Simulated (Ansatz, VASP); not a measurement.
SnTe in VASP and in Ansatz

```
Te Sn
1.0
     0.00000    3.12970    3.12970
     3.12970    0.00000    3.12970
     3.12970    3.12970    0.00000
Te Sn
1 1
Direct
  0.50000 0.50000 0.50000
  0.00000 0.00000 0.00000
```

Alike in both runs: task single point; functional PBE; k mesh 7 × 7 × 7; occupations fermi-dirac, width 0.05 eV; non-collinear spin, spin-orbit coupling.

|  | VASP | Ansatz |
| --- | --- | --- |
| version | VASP 6.6.1 | Ansatz 0.2.0 |
| potentials or method | VASP PAW PBE potentials, release 64 (Te, Sn_d) | Ansatz PAW |
| plane-wave cutoff (eV) | 520 | 420 |
| valence electrons in the cell | 20 | 30 |

```csv
,VASP,Ansatz,Ansatz less VASP
pressure (GPa),3.3,3.3,+0.01
net moment per atom (μB),0.00,0.00,0.000
```

With one functional, cell and mesh, what is left measures potentials, basis and numerics. VASP's potentials hold 20 valence electrons a cell and Ansatz's 30, so a difference there can come from the potentials and not from the codes.
